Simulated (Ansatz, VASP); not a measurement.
## TiRh in VASP and in Ansatz

Contents of INCAR:

```
ALGO = Normal ; EDIFF = 1E-6
ENCUT = 520 ; GGA = CA
ISIF = 2 ; ISMEAR = -1
LASPH = True ; LCHARG = True
LELF = True ; LREAL = False
LVHAR = True ; LWAVE = False
NBANDS = 20 ; NELM = 60
PREC = Accurate ; SIGMA = 0.1
```

KPOINTS

```
k-points
0
Gamma
  11 11 11
```

The input POSCAR:

```
TiRh
1.0
    3.1152000000      0.0000000000      0.0000000000
    0.0000000000      3.1152000000      0.0000000000
    0.0000000000      0.0000000000      3.1152000000
Ti Rh
1 1
Direct
    0.5000000000      0.5000000000      0.5000000000
    0.0000000000      0.0000000000      0.0000000000
```

Input for Ansatz:

```yaml
crystal:
  lattice:
    - [3.1152, 0.0, 0.0]
    - [0.0, 3.1152, 0.0]
    - [0.0, 0.0, 3.1152]
  atoms:
    - { symbol: Ti, position: [0.5, 0.5, 0.5] }
    - { symbol: Rh, position: [0.0, 0.0, 0.0] }
basis:
  ecutwfc: 517.016338673772
kpoints:
  mp_grid:
    grid: [11, 11, 11]
hamiltonian:
  xc: lda
  pseudopotentials:
    kind: paw
scf:
  convergence:
    dr2_threshold: 1.0e-09
  occupations:
    method: fermi_dirac
    width: 0.1
output:
  stress: true
```

Alike in both runs: task single point; functional LDA; k mesh 11 × 11 × 11; occupations fermi-dirac, width 0.1 eV; no spin polarisation.

|  | VASP | Ansatz |
| --- | --- | --- |
| version | VASP 6.6.1 | Ansatz 0.2.0 |
| potentials or method | VASP PAW LDA potentials, release 64 (Ti_sv, Rh_pv), cutoff 520 eV | plane waves, PAW |
| valence electrons in the cell | 27 | 29 |

```csv
,VASP,Ansatz,Ansatz less VASP
pressure (GPa),-12.6,-13.0,-0.40
```

LDA's correlation is that of Perdew and Zunger in VASP and of Perdew and Wang (1992) in Ansatz. VASP's potentials hold 27 valence electrons a cell and Ansatz's 29, so a difference there can come from the potentials and not from the codes. Ansatz's warnings: stress scf threshold loose.
